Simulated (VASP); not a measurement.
# Ir (I4/mmm) in VASP: a series of runs

The runs below take Ir through single point, with r2SCAN.

Program: VASP 6.6.1. These are calculated values, not measurements. Logs are shortened: lines on timing, memory, paths and dates and some standing lists are left out, and cuts for length are marked.

### Step 1. The cell of the first run

Symmetry: I4/mmm, No. 139, tetragonal system. The conventional cell has a = 2.715 Å, b = 2.715 Å, c = 3.686 Å, α = 90.00°, β = 90.00°, γ = 90.00°. Within 3.5 Å of Ir (site symmetry 4/mmm) lie 12 Ir at 2.66 to 2.71 Å.

### Step 2. Single point, r2SCAN (strain +0.000 along x and y, -0.040 along z)

Contents of POSCAR:

```
Ir
1.0
    0.0000000000      1.9197000000      1.8429120000
    1.9197000000      0.0000000000      1.8429120000
    1.9197000000      1.9197000000      0.0000000000
Ir
1
Direct
    0.0000000000      0.0000000000      0.0000000000
```

Contents of INCAR.step1:

```
SYSTEM = Ir
PREC     = Accurate       ! precision mode
ENCUT    = 520            ! plane-wave cutoff, eV
ISMEAR   = 0              ! smearing method
SIGMA    = 0.15           ! smearing width, eV
LREAL    = .False.        ! projectors in reciprocal space
LASPH    = .True.         ! aspherical terms in the spheres
NELM     = 60             ! most SCF steps
NBANDS   = 10             ! bands
GGA      = PE             ! functional
ALGO     = Normal         ! electronic algorithm
EDIFF    = 1E-4           ! SCF threshold, eV
LWAVE    = .True.         ! write WAVECAR
LCHARG   = .False.        ! write CHGCAR
```

Contents of INCAR.step2:

```
SYSTEM = Ir
PREC     = Accurate       ! precision mode
ENCUT    = 520            ! plane-wave cutoff, eV
EDIFF    = 1E-6           ! SCF threshold, eV
ISMEAR   = 0              ! smearing method
SIGMA    = 0.15           ! smearing width, eV
LREAL    = .False.        ! projectors in reciprocal space
LASPH    = .True.         ! aspherical terms in the spheres
NELM     = 60             ! most SCF steps
ALGO     = Normal         ! electronic algorithm
ISIF     = 2              ! what is computed and relaxed
LWAVE    = .False.        ! write WAVECAR
LCHARG   = .False.        ! write CHGCAR
METAGGA  = R2SCAN         ! meta-GGA
LMIXTAU  = .True.       
NBANDS   = 10             ! bands
ISTART   = 1
```

Contents of KPOINTS:

```
Automatic mesh
0
Gamma
  22 22 22
  0 0 0
```

Potentials or basis: VASP PAW PBE potentials, release 64 (Ir).

The run is started by

```bash
$ cat potpaw_PBE.64/Ir/POTCAR > POTCAR
$ cp INCAR.step1 INCAR
$ mpirun -np 1 vasp_std > vasp.out
$ cp INCAR.step2 INCAR
$ mpirun -np 1 vasp_std > vasp.out
```

OUTCAR:

```text
SYSTEM = Ir
   PREC = Accurate
   ENCUT = 520
   EDIFF = 1E-6
   ISMEAR = 0
   LREAL = .False.
   LASPH = .True.
   NELM = 60
   ISIF = 2
   METAGGA = R2SCAN
   ISTART = 1

 ion  position               nearest neighbor table
   1  0.000  0.000  0.000-

  LATTYP: Found a body centered tetragonal cell.
 ALAT       =     2.7148657757
 C/A-ratio  =     1.3576450199

  Lattice vectors:

 A1 = (   0.0000000000,  -1.9197000000,  -1.8429120000)
 A2 = (   0.0000000000,   1.9197000000,  -1.8429120000)
 A3 = (   1.9197000000,   0.0000000000,   1.8429120000)

Analysis of symmetry for initial positions (statically):
=====================================================================
 Subroutine PRICEL returns:
 Original cell was already a primitive cell.

 Routine SETGRP: Setting up the symmetry group for a
 body centered tetragonal supercell.

 Subroutine GETGRP returns: Found 16 space group operations
 (whereof 16 operations were pure point group operations)
 out of a pool of 16 trial point group operations.

The static configuration has the point symmetry D_4h.

Analysis of symmetry for dynamics (positions and initial velocities):
=====================================================================
 Subroutine PRICEL returns:
 Original cell was already a primitive cell.

 Routine SETGRP: Setting up the symmetry group for a
 body centered tetragonal supercell.

 Subroutine GETGRP returns: Found 16 space group operations
 (whereof 16 operations were pure point group operations)
 out of a pool of 16 trial point group operations.

The dynamic configuration has the point symmetry D_4h.

 Subroutine INISYM returns: Found 16 space group operations
 (whereof 16 operations are pure point group operations),
 and found     1 'primitive' translations

----------------------------------------------------------------------------------------

                                     Primitive cell

  volume of cell :      13.5832

  direct lattice vectors                    reciprocal lattice vectors
     0.000000000  1.919700000  1.842912000    -0.260457363  0.260457363  0.271309753
     1.919700000  0.000000000  1.842912000     0.260457363 -0.260457363  0.271309753
     1.919700000  1.919700000  0.000000000     0.260457363  0.260457363 -0.271309753

  length of vectors
     2.661122457  2.661122457  2.714865776     0.457476839  0.457476839  0.457476839

  position of ions in fractional coordinates (direct lattice)
     0.000000000  0.000000000  0.000000000

  ion indices of the primitive-cell ions
   primitive index   ion index
                 1           1

----------------------------------------------------------------------------------------

 KPOINTS: Automatic mesh

Automatic generation of k-mesh.
 Grid dimensions read from file:
 generate k-points for:   22   22   22

 Generating k-lattice:

  Cartesian coordinates                     Fractional coordinates (reciprocal lattice)
    -0.011838971  0.011838971  0.012332262     0.045454545 -0.000000000  0.000000000
     0.011838971 -0.011838971  0.012332262    -0.000000000  0.045454545  0.000000000
     0.011838971  0.011838971 -0.012332262     0.000000000  0.000000000  0.045454545

  Length of vectors
     0.020794402  0.020794402  0.020794402

  Shift w.r.t. Gamma in fractional coordinates (k-lattice)
     0.000000000  0.000000000  0.000000000

 Subroutine IBZKPT returns following result:
 ===========================================

 Found    834 irreducible k-points:

 Following reciprocal coordinates:
            Coordinates               Weight
  0.000000  0.000000  0.000000      1.000000
  0.045455  0.000000  0.000000      8.000000
  0.090909  0.000000  0.000000      8.000000
  0.136364  0.000000  0.000000      8.000000
  0.181818  0.000000  0.000000      8.000000
  0.227273  0.000000  0.000000      8.000000
[... 16 lines left out ...]
  0.500000  0.045455  0.000000      8.000000
 -0.454545  0.045455  0.000000      8.000000
 [... further k-points ...]
   k-points           NKPTS =    834   k-points in BZ     NKDIM =    834   number of bands    NBANDS=     10
   number of dos      NEDOS =    301   number of ions     NIONS =      1
   total plane-waves  NPLWV =   8000
   dimension x,y,z NGX =    20 NGY =   20 NGZ =   20
   dimension x,y,z NGXF=    40 NGYF=   40 NGZF=   40
   ions per type =               1
   NGX,Y,Z   is equivalent  to a cutoff of  12.49, 12.49, 12.25 a.u.
   NGXF,Y,Z  is equivalent  to a cutoff of  24.99, 24.99, 24.49 a.u.
 SYSTEM =  Ir
   PREC   = accura    normal or accurate (medium, high low for compatibility)
   ISTART =      1    job   : 0-new  1-cont  2-samecut
   ICHARG =      0    charge: 1-file 2-atom 10-const
   ISPIN  =      1    spin polarized calculation?
   LNONCOLLINEAR =      F non collinear calculations
   LSORBIT =      F    spin-orbit coupling
   LASPH  =      T    aspherical Exc in radial PAW
   ENCUT  =  520.0 eV  38.22 Ry    6.18 a.u.   4.95  4.95  5.05*2*pi/ulx,y,z
   NELM   =     60;   NELMIN=  2; NELMDL=  0     # of ELM steps
   EDIFF  = 0.1E-05   stopping-criterion for ELM
   LREAL  =      F    real-space projection
   EDIFFG = 0.1E-04   stopping-criterion for IOM
   NSW    =      0    number of steps for IOM
   IBRION =     -1    ionic relax: 0-MD 1-quasi-New 2-CG
   NFREE  =      0    steps in history (QN), initial steepest desc. (CG)
   ISIF   =      2    stress and relaxation
   ISYM   =      2    0-nonsym 1-usesym 2-fastsym
   POTIM  = 0.5000    time-step for ionic-motion
   TEBEG  =    0.0;   TEEND  =   0.0 temperature during run
   PSTRESS=    0.0 pullay stress
   NELECT =       9.0000    total number of electrons
   NUPDOWN=      -1.0000    fix difference up-down
   EMIN   =  10.00;   EMAX   =-10.00  energy-range for DOS
   EFERMI =   0.00;   METHOD = LEGACY
   ISMEAR =     0;   SIGMA  =   0.15  broadening in eV -4-tet -1-fermi 0-gaus
   EFERMI_NEDOS =   21; number of points for ismear=-14 and -15
   IALGO  =     38    algorithm
   IMIX   =      4    mixing-type and parameters
     AMIX     =   0.40;   BMIX     =  1.00
     AMIX_MAG =   1.60;   BMIX_MAG =  1.00
  volume/ion in A,a.u.               =      13.58        91.66
  Fermi-wavevector in a.u.,A,eV,Ry     =   1.427212  2.697040 27.714180  2.036935
  Thomas-Fermi vector in A             =   2.547406
   LORBIT       =      0    0 simple, 1 ext, 2 COOP (PROOUT), +10 PAW based schemes
   METAGGA = R2SCAN    functional components
   LHFCALC =     F    Hartree Fock is set to
   AEXX    =    0.0000 exact exchange contribution
   IVDW    =     0    specifies the selected vdW correction
   LEPSILON=     F    determine dielectric tensor
   LRPA    =     F    only Hartree local field effects (RPA)
 non-spin polarized calculation
 Gauss-broadening in eV      SIGMA  =   0.15
  energy-cutoff  :      520.00
  volume of cell :       13.58
 maximum number of plane-waves:       378
   NGX =  9   NGY =  9   NGZ =  9

 number of electron       9.0000000 magnetization

 Free energy of the ion-electron system (eV)
  ---------------------------------------------------
  ext. energy  EPLUGINS =         0.00000000
  ---------------------------------------------------
  free energy    TOTEN  =       -52.30153604 eV

  energy without entropy =      -52.29053235  energy(sigma->0) =      -52.29603420

 E-fermi :  10.8733     XC(G=0): -15.6105

 val. band max:       10.8718959255   @ k =   0.4091   0.3636   0.0455
 cond. band min:      10.8734156767   @ k =   0.4091   0.3636   0.0455
 fundamental gap:      0.0015197512
 Fermi energy:        10.8732699336

 k-point     1 :       0.0000    0.0000    0.0000
  band No.  band energies     occupation
      1      -1.0851      2.00000
      2       6.4677      2.00000
      3       6.4677      2.00000
      4       7.0348      2.00000
      5       9.1553      2.00000
      6       9.9018      2.00000
      7      25.9402      0.00000
      8      31.5540      0.00000
      9      31.5540      0.00000
     10      33.0296      0.00000

 k-point     2 :       0.0455    0.0000    0.0000
  band No.  band energies     occupation
      1      -0.9842      2.00000
      2       6.4479      2.00000
      3       6.5123      2.00000
      4       7.0421      2.00000
      5       9.1323      2.00000
      6       9.8652      2.00000
      7      26.1171      0.00000
      8      31.2548      0.00000
      9      31.7177      0.00000
     10      32.9461      0.00000

 k-point     3 :       0.0909    0.0000    0.0000
  band No.  band energies     occupation
      1      -0.6886      2.00000
      2       6.3612      2.00000
      3       6.6321      2.00000
      4       7.0988      2.00000
      5       9.0815      2.00000
      6       9.7707      2.00000
      7      26.6183      0.00000
      8      30.2879      0.00000
      9      32.1992      0.00000
     10      33.2249      0.00000

 k-point     4 :       0.1364    0.0000    0.0000
  band No.  band energies     occupation
      1      -0.2223      2.00000
      2       6.2040      2.00000
      3       6.7819      2.00000
      4       7.2244      2.00000
      5       9.0594      2.00000
      6       9.6644      2.00000
      7      27.3381      0.00000
      8      29.0426      0.00000
      9      32.9705      0.00000
     10      33.9414      0.00000
[... 222 lines left out ...]
 k-point    22 :       0.4545    0.0455    0.0000
  band No.  band energies     occupation
      1       2.1306      2.00000
      2       6.3104      2.00000
      3       6.7581      2.00000
      4       9.0625      2.00000
      5      11.8950      0.00000
      6      11.9973      0.00000
      7      19.7788      0.00000
      8      25.9307      0.00000
      9      31.8257      0.00000
     10      32.9748      0.00000

 k-point    23 :       0.5000    0.0455    0.0000
  band No.  band energies     occupation
      1       2.1177      2.00000
      2       6.2526      2.00000
      3       6.7030      2.00000
      4       9.5852      2.00000
      5      12.0889      0.00000
      6      12.2420      0.00000
      7      19.0344      0.00000
      8      25.7168      0.00000
      9      31.6362      0.00000
     10      32.3861      0.00000

 k-point    24 :      -0.4545    0.0455    0.0000
  band No.  band energies     occupation
      1       2.1217      2.00000
      2       6.2552      2.00000
      3       6.7129      2.00000
      4       9.5221      2.00000
      5      11.9209      0.00000
      6      12.2228      0.00000
      7      19.2343      0.00000
      8      25.7596      0.00000
      9      31.9747      0.00000
     10      32.2502      0.00000

 [... further k-points ...]

------------------------ aborting loop because EDIFF is reached ----------------------------------------

  FORCE on cell =-STRESS in cart. coord.  units (eV):
  Direction    XX          YY          ZZ          XY          YZ          ZX
  --------------------------------------------------------------------------------------
  -------------------------------------------------------------------------------------
  Total        1.4321434      1.4321434      2.8727863      0.0000000      0.0000000      0.0000000
  in kB      168.9257166    168.9257166    338.8539755      0.0000000      0.0000000      0.0000000
  external PRESSURE =     225.5684696 kB  Pullay stress =       0.0000000 kB

 VOLUME and BASIS-vectors are now :
 -----------------------------------------------------------------------------
  energy-cutoff  :      520.00
  volume of cell :       13.58
      direct lattice vectors                 reciprocal lattice vectors
     0.000000000  1.919700000  1.842912000    -0.260457363  0.260457363  0.271309753
     1.919700000  0.000000000  1.842912000     0.260457363 -0.260457363  0.271309753
     1.919700000  1.919700000  0.000000000     0.260457363  0.260457363 -0.271309753

 POSITION                                       TOTAL-FORCE (eV/Angst)
 -----------------------------------------------------------------------------------
      0.00000      0.00000      0.00000         0.000000      0.000000      0.000000
 -----------------------------------------------------------------------------------
    total drift:                                0.000000      0.000000      0.000000

  FREE ENERGIE OF THE ION-ELECTRON SYSTEM (eV)
  ---------------------------------------------------
  free  energy   TOTEN  =       -52.3015360384 eV

  energy  without entropy=      -52.2905323531  energy(sigma->0) =      -52.29603420
```

Wall time 7.8 min (1 thread of Intel Xeon 8259CL, shared host); peak memory 0.24 GiB.

Results:

```
Free energy            : -52.3015 eV
Pressure               : 22.6 GPa
Band gap on the k mesh : zero (an odd number of electrons rules out a gap without spin polarisation)
```

Stress tensor (GPa, compression positive):
```
16.89  0.00  0.00
 0.00 16.89  0.00
 0.00  0.00 33.89
```

Caveat: the cell differs from its parent crystal (strain +0.000 along x and y, -0.040 along z); the cell stands under pressure; the PAW data sets were made with another functional, which shifts forces and pressure a little; spin-orbit coupling is left out, which moves the levels of the heavy elements.

### Step 3. Single point, r2SCAN (strain +0.000 along x and y, +0.040 along z)

Contents of POSCAR:

```
Ir
1.0
    0.0000000000      1.9197000000      1.9964880000
    1.9197000000      0.0000000000      1.9964880000
    1.9197000000      1.9197000000      0.0000000000
Ir
1
Direct
    0.0000000000      0.0000000000      0.0000000000
```

Contents of INCAR.step1:

```
PREC = Accurate
ENCUT = 520
ISMEAR = 0
SIGMA = 0.15
LREAL = F
LASPH = T
NELM = 60
NBANDS = 10
GGA = PE
ALGO = Normal
EDIFF = 1E-4
LWAVE = T
LCHARG = F
```

Contents of INCAR.step2:

```
PREC = Accurate
ENCUT = 520
EDIFF = 1E-6
ISMEAR = 0
SIGMA = 0.15
LREAL = F
LASPH = T
NELM = 60
ALGO = Normal
ISIF = 2
LWAVE = F
LCHARG = F
METAGGA = R2SCAN
LMIXTAU = T
NBANDS = 10
ISTART = 1
```

Contents of KPOINTS:

```
Automatic mesh
0
Gamma
  22 22 22
```

Potentials or basis: VASP PAW PBE potentials, release 64 (Ir).

The run is started by

```bash
$ cat potpaw_PBE.64/Ir/POTCAR > POTCAR
$ cp INCAR.step1 INCAR
$ mpirun -np 1 vasp_std > vasp.out
$ cp INCAR.step2 INCAR
$ mpirun -np 1 vasp_std > vasp.out
```

Run time: 6.8 min. Hardware: 1 thread of Intel Xeon 8259CL, shared host; peak memory 0.26 GiB.

It converged, with:

* Free energy: -52.3390 eV
* Pressure: -9.7 GPa
* Band gap on the k mesh: zero (an odd number of electrons rules out a gap without spin polarisation)

Stress tensor (GPa, compression positive):
```
 -5.12   0.00   0.00
  0.00  -5.12   0.00
  0.00   0.00 -18.76
```

Levels at points of the mesh, in eV from the Fermi level:
| k point | band 1 | band 2 | band 3 | band 4 | band 5 | band 6 | band 7 | band 8 | band 9 |
| --- | --- | --- | --- | --- | --- | --- | --- | --- | --- |
| (0.00, 0.00, 0.00) | -11.07 | -4.07 | -3.55 | -3.55 | -1.54 | -0.87 | 15.23 | 20.06 | 21.23 |
| (0.50, 0.00, 0.00) | -7.96 | -4.14 | -3.61 | -0.56 | 0.76 | 1.02 | 7.30 | 14.79 | 20.18 |
| (0.50, 0.50, 0.00) | -7.76 | -7.14 | 0.85 | 1.27 | 1.45 | 1.45 | 9.84 | 12.66 | 12.66 |
| (0.50, 0.00, 0.50) | -7.70 | -7.16 | 0.76 | 1.24 | 1.76 | 2.10 | 10.93 | 11.74 | 12.13 |

Caveat: the cell differs from its parent crystal (strain +0.000 along x and y, +0.040 along z); the cell stands under tension; the PAW data sets were made with another functional, which shifts forces and pressure a little; spin-orbit coupling is left out, which moves the levels of the heavy elements.
